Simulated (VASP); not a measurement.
**SnO2 (Cassiterite): single point with PBEsol**

SnO2 (Cassiterite):

```
Sn O
1.0
     4.73800    0.00000    0.00000
     0.00000    4.73800    0.00000
     0.00000    0.00000    3.18650
Sn O
2 4
Direct
  0.00000 0.00000 0.00000
  0.50000 0.50000 0.50000
  0.30710 0.30710 0.00000
  0.19290 0.80710 0.50000
  0.69290 0.69290 0.00000
  0.80710 0.19290 0.50000
```

* Program: VASP 6.6.1
* Task: single point
* Functional: PBEsol
* Potentials or basis: VASP PAW PBE potentials, release 64 (Sn_d, O)
* Cutoff: 520 eV
* k mesh: 4 × 4 × 6
* Occupations: gaussian, width 0.01 eV
* Spin: no spin polarisation

| Item | Value |
| --- | --- |
| Pressure | 5.4 GPa |
| Largest force | 0.228 eV/Å |
| Band gap on the k mesh | 1.18 eV, direct |

Forces on the atoms (eV/Å):
```
Sn   0.000  0.000  0.000
Sn   0.000  0.000  0.000
O   -0.162 -0.162  0.000
O    0.162 -0.162  0.000
O    0.162  0.162  0.000
O   -0.162  0.162  0.000
```

Stress tensor (GPa, compression positive):
```
4.59 0.00 0.00
0.00 4.59 0.00
0.00 0.00 6.88
```

Levels at points of the mesh, in eV from the valence-band top:
```
           k point  band 24  band 25  band 26  band 27  band 28  band 29
(0.00, 0.00, 0.00)    -0.80    -0.80     0.00     1.18     6.03     6.17
(0.50, 0.00, 0.00)    -1.21    -0.65    -0.65     4.36     4.36     6.92
(0.50, 0.50, 0.00)    -1.33    -0.91    -0.91     4.75     4.75     7.38
(0.00, 0.00, 0.50)    -1.69    -1.28    -1.28     6.14     6.14     9.59
(0.50, 0.00, 0.50)    -1.12    -0.71    -0.71     6.43     6.43     7.90
(0.50, 0.50, 0.50)    -0.99    -0.85    -0.85     4.81     4.81     8.69
```

Wall time 32 s on 1 thread of AMD EPYC 9R45 96-Core Processor (Zen 5), with other jobs on the host, peak memory 0.16 GiB.

Caveat: the PAW data sets were made with another functional, which shifts forces and pressure a little; spin-orbit coupling is left out, which moves the levels of the heavy elements. As with any semilocal functional, this PBEsol gap is likely too small.
